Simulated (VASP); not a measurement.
# Mo in VASP: single point with LDA

Aim: the single point of Mo with LDA.

Program: VASP 6.6.1. These are calculated values, not measurements. Logs are shortened: lines on timing, memory, paths and dates and some standing lists are left out, and cuts for length are marked.

## Step 1: The cell of the first run

The typed cell holds 1 atom: a = 2.799 Å, b = 2.799 Å, c = 2.799 Å, α = 120.00°, β = 120.00°, γ = 90.01°.

This isn't the form of Mo at room conditions, which is bcc.

## Step 2: Single point, LDA

INCAR

```
SYSTEM = Mo
PREC = Accurate ; ENCUT = 520
EDIFF = 1E-7 ; ISMEAR = 0
SIGMA = 0.15 ; LREAL = .FALSE.
LASPH = .TRUE. ; NELM = 100
ALGO = Fast ; ISIF = 2
LWAVE = .FALSE. ; LCHARG = .FALSE.
GGA = CA ; NBANDS = 13
```

KPOINTS

```
Automatic mesh
0
G
  24 24 24
  0 0 0
```

POSCAR

```
Mo
1.0
   -1.3996723452      1.3996723452      1.9791366962
    1.3996723452     -1.3996723452      1.9791366962
    1.3996723452      1.3996723452     -1.9791366962
Mo
1
Direct
    0.0000000000      0.0000000000      0.0000000000
```

Potentials or basis: VASP PAW LDA potentials, release 64 (Mo_sv).

Run with:

```console
$ cat potpaw_LDA.64/Mo_sv/POTCAR > POTCAR
$ mpirun -np 1 vasp_std > vasp.out
```

OUTCAR:

```text
SYSTEM = Mo
   PREC = Accurate
   ENCUT = 520
   EDIFF = 1E-7
   ISMEAR = 0
   LREAL = .FALSE.
   LASPH = .TRUE.
   NELM = 100
   ISIF = 2
   GGA = CA

 ion  position               nearest neighbor table
   1  0.000  0.000  0.000-

  LATTYP: Found a body centered tetragonal cell.
 ALAT       =     2.7993446904
 C/A-ratio  =     1.4140000001

  Lattice vectors:

 A1 = (  -1.3996723452,   1.3996723452,   1.9791366962)
 A2 = (   1.3996723452,  -1.3996723452,   1.9791366962)
 A3 = (   1.3996723452,   1.3996723452,  -1.9791366962)

Analysis of symmetry for initial positions (statically):
=====================================================================
 Subroutine PRICEL returns:
 Original cell was already a primitive cell.

 Routine SETGRP: Setting up the symmetry group for a
 body centered tetragonal supercell.

 Subroutine GETGRP returns: Found 16 space group operations
 (whereof 16 operations were pure point group operations)
 out of a pool of 16 trial point group operations.

The static configuration has the point symmetry D_4h.

Analysis of symmetry for dynamics (positions and initial velocities):
=====================================================================
 Subroutine PRICEL returns:
 Original cell was already a primitive cell.

 Routine SETGRP: Setting up the symmetry group for a
 body centered tetragonal supercell.

 Subroutine GETGRP returns: Found 16 space group operations
 (whereof 16 operations were pure point group operations)
 out of a pool of 16 trial point group operations.

The dynamic configuration has the point symmetry D_4h.

 Subroutine INISYM returns: Found 16 space group operations
 (whereof 16 operations are pure point group operations),
 and found     1 'primitive' translations

----------------------------------------------------------------------------------------

                                     Primitive cell

  volume of cell :      15.5092

  direct lattice vectors                    reciprocal lattice vectors
    -1.399672345  1.399672345  1.979136696     0.000000000  0.357226462  0.252635405
     1.399672345 -1.399672345  1.979136696     0.357226462  0.000000000  0.252635405
     1.399672345  1.399672345 -1.979136696     0.357226462  0.357226462  0.000000000

  length of vectors
     2.799133332  2.799133332  2.799133332     0.437533305  0.437533305  0.505194508

  position of ions in fractional coordinates (direct lattice)
     0.000000000  0.000000000  0.000000000

  ion indices of the primitive-cell ions
   primitive index   ion index
                 1           1

----------------------------------------------------------------------------------------

 KPOINTS: Automatic mesh

Automatic generation of k-mesh.
 Grid dimensions read from file:
 generate k-points for:   24   24   24

 Generating k-lattice:

  Cartesian coordinates                     Fractional coordinates (reciprocal lattice)
     0.000000000  0.014884436  0.010526475     0.041666667 -0.000000000  0.000000000
     0.014884436  0.000000000  0.010526475    -0.000000000  0.041666667  0.000000000
     0.014884436  0.014884436  0.000000000     0.000000000  0.000000000  0.041666667

  Length of vectors
     0.018230554  0.018230554  0.021049771

  Shift w.r.t. Gamma in fractional coordinates (k-lattice)
     0.000000000  0.000000000  0.000000000

 Subroutine IBZKPT returns following result:
 ===========================================

 Found   1063 irreducible k-points:

 Following reciprocal coordinates:
            Coordinates               Weight
  0.000000  0.000000  0.000000      1.000000
  0.041667  0.000000  0.000000      8.000000
  0.083333 -0.000000  0.000000      8.000000
  0.125000  0.000000  0.000000      8.000000
  0.166667  0.000000  0.000000      8.000000
  0.208333  0.000000 -0.000000      8.000000
[... 16 lines left out ...]
  0.416667  0.041667  0.000000     16.000000
  0.458333  0.041667  0.000000     16.000000
 [... further k-points ...]
   k-points           NKPTS =   1063   k-points in BZ     NKDIM =   1063   number of bands    NBANDS=     13
   number of dos      NEDOS =    301   number of ions     NIONS =      1
   total plane-waves  NPLWV =  13824
   dimension x,y,z NGX =    24 NGY =   24 NGZ =   24
   dimension x,y,z NGXF=    48 NGYF=   48 NGZF=   48
   ions per type =               1
   NGX,Y,Z   is equivalent  to a cutoff of  14.25, 14.25, 14.25 a.u.
   NGXF,Y,Z  is equivalent  to a cutoff of  28.51, 28.51, 28.51 a.u.
 SYSTEM =  Mo
   PREC   = accura    normal or accurate (medium, high low for compatibility)
   ISTART =      0    job   : 0-new  1-cont  2-samecut
   ICHARG =      2    charge: 1-file 2-atom 10-const
   ISPIN  =      1    spin polarized calculation?
   LNONCOLLINEAR =      F non collinear calculations
   LSORBIT =      F    spin-orbit coupling
   LASPH  =      T    aspherical Exc in radial PAW
   ENCUT  =  520.0 eV  38.22 Ry    6.18 a.u.   5.20  5.20  5.20*2*pi/ulx,y,z
   NELM   =    100;   NELMIN=  2; NELMDL= -5     # of ELM steps
   EDIFF  = 0.1E-06   stopping-criterion for ELM
   LREAL  =      F    real-space projection
   EDIFFG = 0.1E-05   stopping-criterion for IOM
   NSW    =      0    number of steps for IOM
   IBRION =     -1    ionic relax: 0-MD 1-quasi-New 2-CG
   NFREE  =      0    steps in history (QN), initial steepest desc. (CG)
   ISIF   =      2    stress and relaxation
   ISYM   =      2    0-nonsym 1-usesym 2-fastsym
   POTIM  = 0.5000    time-step for ionic-motion
   TEBEG  =    0.0;   TEEND  =   0.0 temperature during run
   PSTRESS=    0.0 pullay stress
   NELECT =      14.0000    total number of electrons
   NUPDOWN=      -1.0000    fix difference up-down
   EMIN   =  10.00;   EMAX   =-10.00  energy-range for DOS
   EFERMI =   0.00;   METHOD = LEGACY
   ISMEAR =     0;   SIGMA  =   0.15  broadening in eV -4-tet -1-fermi 0-gaus
   EFERMI_NEDOS =   21; number of points for ismear=-14 and -15
   IALGO  =     68    algorithm
   IMIX   =      4    mixing-type and parameters
     AMIX     =   0.40;   BMIX     =  1.00
     AMIX_MAG =   1.60;   BMIX_MAG =  1.00
  volume/ion in A,a.u.               =      15.51       104.66
  Fermi-wavevector in a.u.,A,eV,Ry     =   1.582176  2.989878 34.059184  2.503279
  Thomas-Fermi vector in A             =   2.682139
   LORBIT       =      0    0 simple, 1 ext, 2 COOP (PROOUT), +10 PAW based schemes
   GGA     = CA    functional components
   LHFCALC =     F    Hartree Fock is set to
   AEXX    =    0.0000 exact exchange contribution
   IVDW    =     0    specifies the selected vdW correction
   LEPSILON=     F    determine dielectric tensor
   LRPA    =     F    only Hartree local field effects (RPA)
 non-spin polarized calculation
 RMM-DIIS sequential band-by-band and
 Gauss-broadening in eV      SIGMA  =   0.15
  energy-cutoff  :      520.00
  volume of cell :       15.51
 maximum number of plane-waves:       444
 NGX is ok and might be reduce to    24
   NGX = 11   NGY = 11   NGZ = 11

 number of electron      13.9999999 magnetization

 Free energy of the ion-electron system (eV)
  ---------------------------------------------------
  ext. energy  EPLUGINS =         0.00000000
  ---------------------------------------------------
  free energy    TOTEN  =       -11.70538790 eV

  energy without entropy =      -11.69168821  energy(sigma->0) =      -11.69853806

 E-fermi :  12.1498     XC(G=0): -13.6303

 val. band max:       12.1493963192   @ k =   0.5000   0.5000   0.1667
 cond. band min:      12.1500787586   @ k =   0.3333   0.3333   0.1667
 fundamental gap:      0.0006824394
 Fermi energy:        12.1497960834

 k-point     1 :       0.0000    0.0000    0.0000
  band No.  band energies     occupation
      1     -48.1916      2.00000
      2     -21.6346      2.00000
      3     -21.6346      2.00000
      4     -21.6345      2.00000
      5       5.3399      2.00000
      6      11.3912      2.00000
      7      11.3912      2.00000
      8      11.3930      2.00000
      9      14.1779      0.00000
     10      14.1806      0.00000
     11      25.2931      0.00000
     12      30.6363      0.00000
     13      30.6405      0.00000

 k-point     2 :       0.0417    0.0000    0.0000
  band No.  band energies     occupation
      1     -48.1872      2.00000
      2     -21.6613      2.00000
      3     -21.6379      2.00000
      4     -21.6378      2.00000
      5       5.4143      2.00000
      6      11.3397      2.00000
      7      11.4256      2.00000
      8      11.4268      2.00000
      9      14.1488      0.00000
     10      14.1514      0.00000
     11      25.4385      0.00000
     12      30.3093      0.00000
     13      30.7728      0.00000

 k-point     3 :       0.0833   -0.0000    0.0000
  band No.  band energies     occupation
      1     -48.1744      2.00000
      2     -21.7395      2.00000
      3     -21.6476      2.00000
      4     -21.6475      2.00000
      5       5.6317      2.00000
      6      11.1976      2.00000
      7      11.5215      2.00000
      8      11.5228      2.00000
      9      14.0734      0.00000
     10      14.0758      0.00000
     11      25.8530      0.00000
     12      29.5493      0.00000
     13      31.1657      0.00000

 k-point     4 :       0.1250    0.0000    0.0000
  band No.  band energies     occupation
      1     -48.1538      2.00000
      2     -21.8625      2.00000
      3     -21.6630      2.00000
      4     -21.6629      2.00000
      5       5.9724      2.00000
      6      11.0050      2.00000
      7      11.6549      2.00000
      8      11.6562      2.00000
      9      13.9884      0.00000
     10      13.9906      0.00000
     11      26.4570      0.00000
     12      28.6883      0.00000
     13      31.8052      0.00000

 k-point     5 :       0.1667    0.0000    0.0000
  band No.  band energies     occupation
      1     -48.1270      2.00000
      2     -22.0207      2.00000
      3     -21.6830      2.00000
      4     -21.6828      2.00000
      5       6.3989      2.00000
      6      10.8216      2.00000
      7      11.7797      1.99952
      8      11.7812      1.99949
      9      13.9550      0.00000
     10      13.9568      0.00000
     11      26.9350      0.00000
     12      28.1049      0.00000
     13      32.6521      0.00000
[... 257 lines left out ...]
 k-point    22 :       0.3750    0.0417    0.0000
  band No.  band energies     occupation
      1     -47.9574      2.00000
      2     -22.9342      2.00000
      3     -21.8322      2.00000
      4     -21.7962      2.00000
      5       7.5521      2.00000
      6      11.2968      2.00000
      7      11.3835      2.00000
      8      12.5715      0.00007
      9      15.5086      0.00000
     10      16.1469      0.00000
     11      24.2293      0.00000
     12      26.7022      0.00000
     13      32.3403      0.00000

 k-point    23 :       0.4167    0.0417    0.0000
  band No.  band energies     occupation
      1     -47.9387      2.00000
      2     -23.0304      2.00000
      3     -21.8419      2.00000
      4     -21.8132      2.00000
      5       7.4984      2.00000
      6      11.1829      2.00000
      7      11.2883      2.00000
      8      13.1982      0.00000
      9      15.9429      0.00000
     10      16.4832      0.00000
     11      23.9205      0.00000
     12      25.8003      0.00000
     13      31.6868      0.00000

 k-point    24 :       0.4583    0.0417    0.0000
  band No.  band energies     occupation
      1     -47.9281      2.00000
      2     -23.0839      2.00000
      3     -21.8450      2.00000
      4     -21.8250      2.00000
      5       7.4614      2.00000
      6      11.1133      2.00000
      7      11.2398      2.00000
      8      13.5975      0.00000
      9      16.2516      0.00000
     10      16.6501      0.00000
     11      23.7247      0.00000
     12      25.2574      0.00000
     13      31.3852      0.00000

 [... further k-points ...]
[... 5 lines left out ...]
  --------------------------------------------------------------------------------------
  -------------------------------------------------------------------------------------
  Total       -0.3199078     -0.3199078     -0.3228620      0.0000000     -0.0000000      0.0000000
  in kB      -33.0481293    -33.0481293    -33.3533155      0.0000000     -0.0000000      0.0000000
  external PRESSURE =     -33.1498580 kB  Pullay stress =       0.0000000 kB

 VOLUME and BASIS-vectors are now :
 -----------------------------------------------------------------------------
  energy-cutoff  :      520.00
  volume of cell :       15.51
      direct lattice vectors                 reciprocal lattice vectors
    -1.399672345  1.399672345  1.979136696     0.000000000  0.357226462  0.252635405
     1.399672345 -1.399672345  1.979136696     0.357226462  0.000000000  0.252635405
     1.399672345  1.399672345 -1.979136696     0.357226462  0.357226462  0.000000000

 POSITION                                       TOTAL-FORCE (eV/Angst)
 -----------------------------------------------------------------------------------
      0.00000      0.00000      0.00000         0.000000      0.000000      0.000000
 -----------------------------------------------------------------------------------
    total drift:                                0.000000      0.000000      0.000000

  FREE ENERGIE OF THE ION-ELECTRON SYSTEM (eV)
  ---------------------------------------------------
  free  energy   TOTEN  =       -11.7053879016 eV

  energy  without entropy=      -11.6916882100  energy(sigma->0) =      -11.69853806
```

Wall time 7.4 min (1 thread of Intel Xeon 8259CL, shared host); peak memory 0.31 GiB.

Results:

```
Free energy            : -11.7054 eV
Pressure               : -3.3 GPa
Band gap on the k mesh : zero (bands 7 and 8 overlap by 4.92 eV)
```

Levels at points of the mesh, in eV from the Fermi level:
```
           k point  band 5  band 6  band 7  band 8  band 9  band 10
(0.00, 0.00, 0.00)   -6.81   -0.76   -0.76   -0.76    2.03     2.03
(0.50, 0.00, 0.00)   -4.76   -0.97   -0.97    1.74    4.23     4.23
(0.50, 0.50, 0.00)   -5.18   -4.47    4.17    4.26    4.87     4.87
(0.50, 0.50, 0.50)   -5.18   -4.47    4.17    4.27    4.87     4.87
```

Caveat: the cell stands under tension.
